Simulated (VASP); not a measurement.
Input of a VASP 6.6.1 run:

Contents of INCAR:

```
SYSTEM = BN
ALGO = Normal
EDIFF = 1E-7
ENCUT = 520
GGA = PE
ISIF = 2
ISMEAR = -1
LASPH = .True.
LCHARG = .False.
LREAL = .False.
LWAVE = .False.
NBANDS = 16
NELM = 60
PREC = Accurate
SIGMA = 0.02
```

KPOINTS

```
k-points
0
Gamma
  11 11 6
  0 0 0
```

File POSCAR:

```
BN
1.0
    2.5359998164      0.0000000000      0.0000000000
   -1.2679999082      2.1962402650      0.0000000000
    0.0000000000      0.0000000000      4.1990000000
B N
2 2
Direct
    0.6666666667      0.3333333333      0.0000000000
    0.3333333333      0.6666666667      0.5000000000
    0.6666666667      0.3333333333      0.3750000000
    0.3333333333      0.6666666667      0.8750000000
```

Potentials or basis: VASP PAW PBE potentials, release 64 (B, N).

Launch:

```bash
$ cat potpaw_PBE.64/B/POTCAR potpaw_PBE.64/N/POTCAR > POTCAR
$ mpirun -np 1 vasp_std > vasp.out
```

What does it give for the largest force?

0.058 eV/Å.

What does it give for the band gap on the k mesh?

5.37 eV, indirect (least direct gap 8.35 eV).

Estimate the pressure.

8.3 GPa.

Forces on the atoms (eV/Å):
```
B    0.000  0.000  0.058
B    0.000  0.000  0.058
N    0.000  0.000 -0.058
N    0.000  0.000 -0.058
```

A k mesh can miss the band edges. PBE gaps usually lie below the measured ones, often by a third to a half.
